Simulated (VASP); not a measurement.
# Cu (Fm-3m) in VASP: a series of runs

Cu is run at these levels: PBEsol; tasks: single point.

All numbers are computed with VASP 6.6.1; they aren't measurements. Logs are shortened: lines on timing, memory, paths and dates and some standing lists are left out, and cuts for length are marked.

## (1) The cell of the first run

It takes space group Fm-3m (No. 225, cubic). Conventional cell: a = 3.477 Å, b = 3.477 Å, c = 3.477 Å, α = 90.00°, β = 90.00°, γ = 90.00°. Within 3.2 Å of Cu (site symmetry m-3m) lie 12 Cu at 2.46 Å.

## (2) Single point, PBEsol

File INCAR:

```
SYSTEM = Cu
  PREC = Accurate
  ENCUT = 520
  EDIFF = 1E-6
  ISMEAR = -1
  SIGMA = 0.05
  LREAL = .FALSE.
  LASPH = .TRUE.
  NELM = 80
  ALGO = Normal
  ISIF = 2
  LWAVE = .FALSE.
  LCHARG = .FALSE.
  GGA = PS
  NBANDS = 12
```

File KPOINTS:

```
regular mesh
0
G
  26 26 26
  0 0 0
```

File POSCAR:

```
Cu
1.0
    0.0000000000      1.7382586714      1.7382586714
    1.7382586714      0.0000000000      1.7382586714
    1.7382586714      1.7382586714      0.0000000000
Cu
1
Direct
    0.0000000000      0.0000000000      0.0000000000
```

Potentials or basis: VASP PAW PBE potentials, release 64 (Cu).

Started as:

```sh
$ cat potpaw_PBE.64/Cu/POTCAR > POTCAR
$ mpirun -np 1 vasp_std > vasp.out
```

OUTCAR:

```text
SYSTEM = Cu
   PREC = Accurate
   ENCUT = 520
   EDIFF = 1E-6
   ISMEAR = -1
   LREAL = .FALSE.
   LASPH = .TRUE.
   NELM = 80
   ISIF = 2
   GGA = PS

 ion  position               nearest neighbor table
   1  0.000  0.000  0.000-

  LATTYP: Found a face centered cubic cell.
 ALAT       =     3.4765173428

  Lattice vectors:

 A1 = (   0.0000000000,   1.7382586714,   1.7382586714)
 A2 = (   1.7382586714,   0.0000000000,   1.7382586714)
 A3 = (   1.7382586714,   1.7382586714,   0.0000000000)

Analysis of symmetry for initial positions (statically):
=====================================================================
 Subroutine PRICEL returns:
 Original cell was already a primitive cell.

 Routine SETGRP: Setting up the symmetry group for a
 face centered cubic supercell.

 Subroutine GETGRP returns: Found 48 space group operations
 (whereof 48 operations were pure point group operations)
 out of a pool of 48 trial point group operations.

The static configuration has the point symmetry O_h .

Analysis of symmetry for dynamics (positions and initial velocities):
=====================================================================
 Subroutine PRICEL returns:
 Original cell was already a primitive cell.

 Routine SETGRP: Setting up the symmetry group for a
 face centered cubic supercell.

 Subroutine GETGRP returns: Found 48 space group operations
 (whereof 48 operations were pure point group operations)
 out of a pool of 48 trial point group operations.

The dynamic configuration has the point symmetry O_h .

 Subroutine INISYM returns: Found 48 space group operations
 (whereof 48 operations are pure point group operations),
 and found     1 'primitive' translations

----------------------------------------------------------------------------------------

                                     Primitive cell

  volume of cell :      10.5044

  direct lattice vectors                    reciprocal lattice vectors
     0.000000000  1.738258671  1.738258671    -0.287644186  0.287644186  0.287644186
     1.738258671  0.000000000  1.738258671     0.287644186 -0.287644186  0.287644186
     1.738258671  1.738258671  0.000000000     0.287644186  0.287644186 -0.287644186

  length of vectors
     2.458268988  2.458268988  2.458268988     0.498214344  0.498214344  0.498214344

  position of ions in fractional coordinates (direct lattice)
     0.000000000  0.000000000  0.000000000
[... 81 lines left out ...]
   NFREE  =      0    steps in history (QN), initial steepest desc. (CG)
   ISIF   =      2    stress and relaxation
   ISYM   =      2    0-nonsym 1-usesym 2-fastsym
   POTIM  = 0.5000    time-step for ionic-motion
   TEBEG  =    0.0;   TEEND  =   0.0 temperature during run
   PSTRESS=    0.0 pullay stress
   NELECT =      11.0000    total number of electrons
   NUPDOWN=      -1.0000    fix difference up-down
   EMIN   =  10.00;   EMAX   =-10.00  energy-range for DOS
   EFERMI =   0.00;   METHOD = LEGACY
   ISMEAR =    -1;   SIGMA  =   0.05  broadening in eV -4-tet -1-fermi 0-gaus
   EFERMI_NEDOS =   21; number of points for ismear=-14 and -15
   IALGO  =     38    algorithm
   IMIX   =      4    mixing-type and parameters
     AMIX     =   0.40;   BMIX     =  1.00
     AMIX_MAG =   1.60;   BMIX_MAG =  1.00
  volume/ion in A,a.u.               =      10.50        70.89
  Fermi-wavevector in a.u.,A,eV,Ry     =   1.662448  3.141571 37.602861  2.763732
  Thomas-Fermi vector in A             =   2.749336
   LORBIT       =      0    0 simple, 1 ext, 2 COOP (PROOUT), +10 PAW based schemes
   GGA     = PS    functional components
   LHFCALC =     F    Hartree Fock is set to
   AEXX    =    0.0000 exact exchange contribution
   IVDW    =     0    specifies the selected vdW correction
   LEPSILON=     F    determine dielectric tensor
   LRPA    =     F    only Hartree local field effects (RPA)
 non-spin polarized calculation
  energy-cutoff  :      520.00
  volume of cell :       10.50
 maximum number of plane-waves:       297
   NGX =  9   NGY =  9   NGZ =  9

 number of electron      10.9999989 magnetization

 Free energy of the ion-electron system (eV)
  ---------------------------------------------------
  ext. energy  EPLUGINS =         0.00000000
  ---------------------------------------------------
  free energy    TOTEN  =        -4.27079734 eV

  energy without entropy =       -4.26869867  energy(sigma->0) =       -4.26974800

 E-fermi :   8.9518     XC(G=0): -13.6070

 val. band max:        8.9448724775   @ k =  -0.4231   0.1154   0.0000
 cond. band min:       8.9632977562   @ k =   0.4615   0.2308   0.0000
 fundamental gap:      0.0184252786
 Fermi energy:         8.9517697372

 k-point     1 :       0.0000    0.0000    0.0000
  band No.  band energies     occupation
      1      -1.3812      2.00000
      2       5.5266      2.00000
      3       5.5266      2.00000
      4       5.5266      2.00000
      5       6.5240      2.00000
      6       6.5240      2.00000
      7      32.4523      0.00000
      8      35.9991      0.00000
      9      35.9991      0.00000
     10      35.9991      0.00000
     11      38.6328      0.00000
     12      38.6328      0.00000
[... 331 lines left out ...]
 k-point    24 :       0.3846    0.0385    0.0000
  band No.  band energies     occupation
      1       2.7007      2.00000
      2       5.5484      2.00000
      3       5.5981      2.00000
      4       5.7905      2.00000
      5       7.0538      2.00000
      6       7.0540      2.00000
      7      16.6898      0.00000
      8      31.0474      0.00000
      9      31.7971      0.00000
     10      33.5956      0.00000
     11      36.4466      0.00000
     12      37.8951      0.00000

 [... further k-points ...]

------------------------ aborting loop because EDIFF is reached ----------------------------------------

  FORCE on cell =-STRESS in cart. coord.  units (eV):
  Direction    XX          YY          ZZ          XY          YZ          ZX
  --------------------------------------------------------------------------------------
  -------------------------------------------------------------------------------------
  Total        1.0314224      1.0314224      1.0314224     -0.0000000      0.0000000      0.0000000
  in kB      157.3163808    157.3163808    157.3163808     -0.0000000      0.0000000      0.0000000
  external PRESSURE =     157.3163808 kB  Pullay stress =       0.0000000 kB

 VOLUME and BASIS-vectors are now :
 -----------------------------------------------------------------------------
  energy-cutoff  :      520.00
  volume of cell :       10.50
      direct lattice vectors                 reciprocal lattice vectors
     0.000000000  1.738258671  1.738258671    -0.287644186  0.287644186  0.287644186
     1.738258671  0.000000000  1.738258671     0.287644186 -0.287644186  0.287644186
     1.738258671  1.738258671  0.000000000     0.287644186  0.287644186 -0.287644186

 POSITION                                       TOTAL-FORCE (eV/Angst)
 -----------------------------------------------------------------------------------
      0.00000      0.00000      0.00000         0.000000      0.000000     -0.000000
 -----------------------------------------------------------------------------------
    total drift:                                0.000000     -0.000000     -0.000000

  FREE ENERGIE OF THE ION-ELECTRON SYSTEM (eV)
  ---------------------------------------------------
  free  energy   TOTEN  =        -4.2707973392 eV

  energy  without entropy=       -4.2686986651  energy(sigma->0) =       -4.26974800
```

stdout:

```text
POSCAR found type information on POSCAR Cu
 POSCAR found :  1 types and       1 ions
 scaLAPACK will be used
 -----------------------------------------------------------------------------
|                                                                             |
|                                                                             |
|     You enforced a specific xc type in the INCAR file but a different       |
|     I HOPE YOU KNOW WHAT YOU ARE DOING!                                     |
|                                                                             |
 -----------------------------------------------------------------------------

 LDA part: xc-table for (Slater+PW92), standard interpolation
 POSCAR, INCAR and KPOINTS ok, starting setup
 FFT: planning ... GRIDC
 FFT: planning ... GRID_SOFT
 FFT: planning ... GRID
 WAVECAR not read
 entering main loop
```

Run time: 20 s. Hardware: 1 thread of Intel Xeon 6975P-C (Granite Rapids), shared host; peak memory 0.17 GiB.

What came out:

* Free energy: -4.2708 eV
* Pressure: 15.7 GPa
* Band gap on the k mesh: zero (an odd number of electrons rules out a gap without spin polarisation)

Levels at points of the mesh, in eV from the Fermi level:
```tsv
k point	band 3	band 4	band 5	band 6	band 7	band 8	band 9	band 10
(0.00, 0.00, 0.00)	-3.43	-3.43	-2.43	-2.43	23.50	27.05	27.05	27.05
(0.50, 0.00, 0.00)	-3.47	-1.75	-1.75	-1.41	4.36	21.94	23.89	23.89
(0.50, 0.50, 0.00)	-1.77	-1.58	-1.58	1.36	7.94	13.96	13.96	18.79
```

Caveat: the cell stands under pressure; the PAW data sets were made with another functional, which shifts forces and pressure a little.

## (3) Single point, PBEsol

This run uses another cell than the first one, of 10.74 Å³/atom.

File INCAR:

```
SYSTEM = Cu
PREC = Accurate ; ENCUT = 520
EDIFF = 1E-7 ; ISMEAR = -1
SIGMA = 0.05 ; LREAL = .FALSE.
LASPH = .TRUE. ; NELM = 100
ALGO = Normal ; ISIF = 2
LWAVE = .FALSE. ; LCHARG = .FALSE.
GGA = PS ; NBANDS = 12
```

File KPOINTS:

```
Automatic mesh
0
G
  26 26 26
  0 0 0
```

File POSCAR:

```
Cu
1.0
    0.0000000000      1.7510297665      1.7510297665
    1.7510297665      0.0000000000      1.7510297665
    1.7510297665      1.7510297665      0.0000000000
Cu
1
Direct
    0.0000000000      0.0000000000      0.0000000000
```

Potentials or basis: VASP PAW PBE potentials, release 64 (Cu).

Started as:

```sh
$ cat potpaw_PBE.64/Cu/POTCAR > POTCAR
$ mpirun -np 1 vasp_std > vasp.out
```

OUTCAR:

```text
SYSTEM = Cu
   PREC = Accurate
   ENCUT = 520
   EDIFF = 1E-7
   ISMEAR = -1
   LREAL = .FALSE.
   LASPH = .TRUE.
   NELM = 100
   ISIF = 2
   GGA = PS

 ion  position               nearest neighbor table
   1  0.000  0.000  0.000-

  LATTYP: Found a face centered cubic cell.
 ALAT       =     3.5020595330

  Lattice vectors:

 A1 = (   0.0000000000,   1.7510297665,   1.7510297665)
 A2 = (   1.7510297665,   0.0000000000,   1.7510297665)
[... 538 lines left out ...]
     12      37.2196      0.00000

 [... further k-points ...]

------------------------ aborting loop because EDIFF is reached ----------------------------------------

  FORCE on cell =-STRESS in cart. coord.  units (eV):
  Direction    XX          YY          ZZ          XY          YZ          ZX
  --------------------------------------------------------------------------------------
  -------------------------------------------------------------------------------------
  Total        0.7179186      0.7179186      0.7179186      0.0000000     -0.0000000     -0.0000000
  in kB      107.1211436    107.1211436    107.1211436      0.0000000     -0.0000000     -0.0000000
  external PRESSURE =     107.1211436 kB  Pullay stress =       0.0000000 kB

 VOLUME and BASIS-vectors are now :
 -----------------------------------------------------------------------------
  energy-cutoff  :      520.00
  volume of cell :       10.74
      direct lattice vectors                 reciprocal lattice vectors
     0.000000000  1.751029767  1.751029767    -0.285546259  0.285546259  0.285546259
     1.751029767  0.000000000  1.751029767     0.285546259 -0.285546259  0.285546259
     1.751029767  1.751029767  0.000000000     0.285546259  0.285546259 -0.285546259

 POSITION                                       TOTAL-FORCE (eV/Angst)
 -----------------------------------------------------------------------------------
      0.00000      0.00000      0.00000        -0.000000      0.000000     -0.000000
 -----------------------------------------------------------------------------------
    total drift:                                0.000000     -0.000000     -0.000000

  FREE ENERGIE OF THE ION-ELECTRON SYSTEM (eV)
  ---------------------------------------------------
  free  energy   TOTEN  =        -4.2901365716 eV

  energy  without entropy=       -4.2879874214  energy(sigma->0) =       -4.28906200
```

OSZICAR:

```text
N       E                     dE             d eps       ncg     rms          rms(c)
DAV:   1     0.407613484016E+02    0.40761E+02   -0.53743E+03 13868   0.158E+03
DAV:   2    -0.412320717397E+01   -0.44885E+02   -0.41411E+02 12600   0.206E+02
DAV:   3    -0.539734477562E+01   -0.12741E+01   -0.12650E+01 14148   0.390E+01
DAV:   4    -0.540494605042E+01   -0.76013E-02   -0.75997E-02 13952   0.265E+00
DAV:   5    -0.540500997903E+01   -0.63929E-04   -0.63929E-04 14520   0.250E-01    0.848E+00
DAV:   6    -0.467039079212E+01    0.73462E+00   -0.15905E+01 14604   0.776E+01    0.376E+00
DAV:   7    -0.430722839070E+01    0.36316E+00   -0.22711E+00 14684   0.290E+01    0.658E-01
DAV:   8    -0.429151277959E+01    0.15716E-01   -0.54276E-03 15784   0.879E-01    0.273E-01
DAV:   9    -0.429012589322E+01    0.13869E-02   -0.68964E-03 15636   0.143E+00    0.190E-02
DAV:  10    -0.429013582919E+01   -0.99360E-05   -0.22972E-05 15244   0.740E-02    0.557E-03
DAV:  11    -0.429013652234E+01   -0.69315E-06   -0.51563E-07 15112   0.125E-02    0.205E-04
DAV:  12    -0.429013657158E+01   -0.49233E-07   -0.60573E-09  8076   0.923E-04
   1 F= -.42901366E+01 E0= -.42890620E+01  d E =-.214915E-02
```

Run time: 24 s. Hardware: 1 thread of Intel Xeon 6975P-C (Granite Rapids), shared host; peak memory 0.17 GiB.

Results:

```
Free energy            : -4.2901 eV
Pressure               : 10.7 GPa
Band gap on the k mesh : zero (an odd number of electrons rules out a gap without spin polarisation)
```

Levels at points of the mesh, in eV from the Fermi level:
```tsv
k point	band 3	band 4	band 5	band 6	band 7	band 8	band 9	band 10
(0.00, 0.00, 0.00)	-3.34	-3.34	-2.38	-2.38	23.33	26.70	26.70	26.70
(0.50, 0.00, 0.00)	-3.38	-1.72	-1.72	-1.34	4.23	21.78	23.53	23.53
(0.50, 0.50, 0.00)	-1.74	-1.56	-1.56	1.38	7.78	13.78	13.78	18.55
```

Caveat: the cell stands under pressure; the PAW data sets were made with another functional, which shifts forces and pressure a little.

(Continued in part 2 of 2.)
